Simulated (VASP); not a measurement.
Runs of VASP 6.6.1 on PbS. It takes space group Fm-3m (No. 225, cubic). Conventional cell: a = 5.974 Å, b = 5.974 Å, c = 5.974 Å, α = 90.00°, β = 90.00°, γ = 90.00°. Within 3.9 Å of Pb (site symmetry m-3m) lie 6 S at 2.99 Å. S (site symmetry m-3m) has 6 Pb at 2.99 Å within 3.9 Å. 

```csv
level,potentials or basis,k mesh,smearing,grid for exact exchange (PRECFOCK),share of exact exchange,screening parameter,gap on the mesh (eV),pressure (GPa)
PBE-based screened hybrid with 75 % exact exchange,"VASP PAW PBE potentials, release 64 (Pb_d, S)",4 × 4 × 4,gaussian 0.01 eV,Normal,0.75,0.2078 1/Å,1.97,-1.9
HSE06,"VASP PAW PBE potentials, release 64 (Pb_d, S)",4 × 4 × 4,gaussian 0.2 eV,Normal,0.25,0.2079 1/Å,0.89,-0.2
PBE-based global hybrid with 50 % exact exchange,"VASP PAW PBE potentials, release 64 (Pb_d, S)",4 × 4 × 4,gaussian 0.01 eV,Normal,0.5,-,2.77,-1.4
PBE,"VASP PAW PBE potentials, release 64 (Pb_d, S)",6 × 6 × 6,gaussian 0.01 eV,-,-,-,0.44,0.8
PBE,"VASP PAW PBE potentials, release 64 (Pb_d, S)",6 × 6 × 6,fermi-dirac 0.001 eV,-,-,-,0.44,0.8
PBE,"VASP PAW PBE potentials, release 64 (Pb_d, S)",4 × 4 × 4,gaussian 0.01 eV,-,-,-,0.44,0.9
PBE-based screened hybrid with 100 % exact exchange,"VASP PAW PBE potentials, release 64 (Pb_d, S)",4 × 4 × 4,gaussian 0.01 eV,Normal,1,0.5 1/Å,1.10,-1.9
LDA,"VASP PAW LDA potentials, release 64 (Pb_d, S)",6 × 6 × 6,gaussian 0.01 eV,-,-,-,(c),(b)
PBE-based screened hybrid with 10 % exact exchange,"VASP PAW PBE potentials, release 64 (Pb_d, S)",4 × 4 × 4,gaussian 0.01 eV,Normal,0.1,0.5 1/Å,(a),0.6
HSE06,"VASP PAW PBE potentials, release 64 (Pb_d, S)",4 × 4 × 4,gaussian 0.01 eV,Normal,0.25,0.2079 1/Å,0.89,-0.2
```

Alike in all rows: no spin polarisation; cell a = 4.225 Å, angles 60.0°, 2 atoms.

Q: Estimate the missing entries.

A: (a) 0.50; (b) -3.7; (c) 0.28.

Caveats: some runs use coarse meshes; spin-orbit coupling is left out, which moves the levels of the heavy elements; the PAW data sets were made with another functional, which shifts forces and pressure a little (at least some runs); the cell stands under tension (at least some runs).

A k mesh can miss the band edges, and the runs leave out spin-orbit coupling on Pb.
